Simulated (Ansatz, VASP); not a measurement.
## Two plane-wave programs on Sb

```
CELL_PARAMETERS angstrom
5.27203 0.00000 0.00000
-2.63601 4.56571 0.00000
0.00000 0.00000 6.47016
ATOMIC_POSITIONS crystal
Sb 0.33333 0.66667 0.47463
Sb 0.66667 0.33333 0.97463
Sb 0.66667 0.33333 0.52537
Sb 0.33333 0.66667 0.02537
```

Alike in both runs: functional PBE; k mesh 6 × 6 × 4; occupations gaussian, width 0.1 eV; no spin polarisation.

Ansatz relaxed the structure, and its values are those at the end. VASP's run is a single point on that final structure, the one shown.

|  | VASP | Ansatz |
| --- | --- | --- |
| version | VASP 6.6.1 | Ansatz 0.2.0 |
| potentials or method | VASP PAW PBE potentials, release 64 (Sb), cutoff 520 eV | scalar-relativistic, plane waves, PAW |
| valence electrons in the cell | 20 | 60 |

Ansatz gave:

* gap on the k mesh at the Fermi level (eV): none
* pressure (GPa): 0.0
* rms of the force components (eV/Å): 0.000

Estimate VASP's values.

gap on the k mesh at the Fermi level (eV): none; pressure (GPa): 0.0; rms of the force components (eV/Å): 0.012.

A gap of «none» marks a metal or a gap that the smearing closes. VASP's potentials hold 20 valence electrons a cell and Ansatz's 60, so a difference there can come from the potentials and not from the codes.

Neither program's run includes spin-orbit coupling.
